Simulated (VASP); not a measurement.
The system is Ti.

```
CELL_PARAMETERS angstrom
2.69000 0.00000 0.00000
0.00000 2.69000 0.00000
0.00000 0.00000 2.69000
ATOMIC_POSITIONS crystal
Ti 0.00000 0.00000 0.00000
```

This isn't the form of Ti at room conditions, which is hcp.

| Property | Result |
| --- | --- |
| Program | VASP 6.6.1 |
| Task | relaxation of cell and atoms |
| Functional | r2SCAN |
| Potentials or basis | VASP PAW PBE potentials, release 64 (Ti_sv) |
| Cutoff | 600 eV |
| k mesh | 17 × 17 × 17 |
| Occupations | fermi-dirac, width 0.1 eV |
| Spin | no spin polarisation |

At the start: pressure -4.6 GPa; volume 19.47 Å³/atom.

**Question.** Where does the relaxation end?

**Answer.** Over 3 steps the energy falls by 18.6 meV/atom and the volume is 18.24 Å³/atom (-6.3 %); space group Pm-3m (No. 221, to 0.1 Å) before and after.

The path:
```csv
step,energy change (eV),largest force (eV/Å),pressure (GPa),volume (Å³)
1,0.0000,0.0000,-4.61,19.47
2,-0.0172,0.0000,1.39,17.93
3,-0.0186,0.0000,-0.02,18.24
```

Final structure:
```xyz
1
Lattice="2.6321 0.0000 0.0000 0.0000 2.6321 0.0000 0.0000 0.0000 2.6321" Properties=species:S:1:pos:R:3 pbc="T T T"
Ti    0.0000    0.0000    0.0000
```

Caveat: the PAW data sets were made with another functional, which shifts forces and pressure a little.
